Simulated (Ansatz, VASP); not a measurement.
## Bi: VASP beside Ansatz

```
Bi
1.0
    -3.15757    3.19555    1.68182
     3.19555   -3.15757    1.68182
     3.12980    3.12980   -1.61226
Bi
2
Direct
  0.00043 0.99957 0.00000
  0.74957 0.25043 0.50000
```

Alike in both runs: task single point; functional PBEsol; k mesh 12 × 12 × 8; occupations fermi-dirac, width 0.1 eV; no spin polarisation.

```csv
,VASP,Ansatz
version,VASP 6.6.1,Ansatz 0.2.0
potentials or method,"VASP PAW PBE potentials, release 64 (Bi_d), cutoff 520 eV","plane waves (420 eV) with PAW, scalar-relativistic"
valence electrons in the cell,30,30
```

```csv
,VASP,Ansatz,Ansatz less VASP
pressure (GPa),-2.0,-1.9,+0.07
"traceless stress, the component that is largest in VASP (GPa)",0.19,0.18,0.000
```

VASP's potentials were made for PBE, not for PBEsol, and Ansatz warns of the same on its side. With one functional, cell and mesh, what is left measures potentials, basis and numerics.

Spin-orbit coupling is off throughout.
